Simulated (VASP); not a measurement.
HgTe: single point with PBE

HgTe:

```xyz
2
Lattice="0.0584 2.9507 2.9507 2.9507 0.0584 2.9507 2.9507 2.9507 0.0584" Properties=species:S:1:pos:R:3 pbc="T T T"
Hg    0.0000    0.0000    0.0000
Te    2.9799    2.9799    2.9799
```

This cell differs from its parent crystal: equal xy, yz and zx shear strains of +2 %.

```
Program                : VASP 6.6.1
Task                   : single point
Functional             : PBE
Potentials or basis    : VASP PAW PBE potentials, release 64 (Hg, Te)
Cutoff                 : 520 eV
k mesh                 : 10 × 10 × 10
Occupations            : fermi-dirac, width 0.08 eV
Spin                   : no spin polarisation
Dipole correction      : no
Further INCAR settings : ALGO = Normal; EDIFF = 1e-07; NBANDS = 16
```

- Pressure: 10.6 GPa
- Band gap on the k mesh: zero (bands 9 and 10 overlap by 3.20 eV)

Stress tensor (GPa, compression positive):
```
10.61 -0.33 -0.33
-0.33 10.61 -0.33
-0.33 -0.33 10.61
```

Levels at points of the mesh, in eV from the Fermi level:
| k point | band 5 | band 6 | band 7 | band 8 | band 9 | band 10 | band 11 | band 12 | band 13 | band 14 |
| --- | --- | --- | --- | --- | --- | --- | --- | --- | --- | --- |
| (0.00, 0.00, 0.00) | -7.17 | -7.17 | -1.11 | -0.80 | -0.80 | -0.36 | 7.47 | 7.85 | 7.85 | 7.86 |
| (0.50, 0.00, 0.00) | -6.97 | -6.93 | -6.03 | 0.38 | 0.41 | 2.40 | 3.60 | 3.81 | 4.28 | 10.87 |
| (0.50, 0.50, 0.00) | -6.84 | -5.99 | -5.18 | -2.94 | -2.93 | -2.69 | 4.66 | 9.78 | 9.89 | 10.66 |
| (0.50, 0.50, 0.50) | -6.96 | -6.96 | -6.17 | 0.50 | 0.50 | 2.67 | 3.96 | 3.96 | 4.58 | 10.71 |

It took 36 s on 1 thread of AMD EPYC 9R45 96-Core Processor (Zen 5), on a shared host, peak memory 0.21 GiB.

Caveat: the cell differs from its parent crystal (equal xy, yz and zx shear strains of +2 %); the cell stands under pressure; spin-orbit coupling is left out, which moves the levels of the heavy elements.
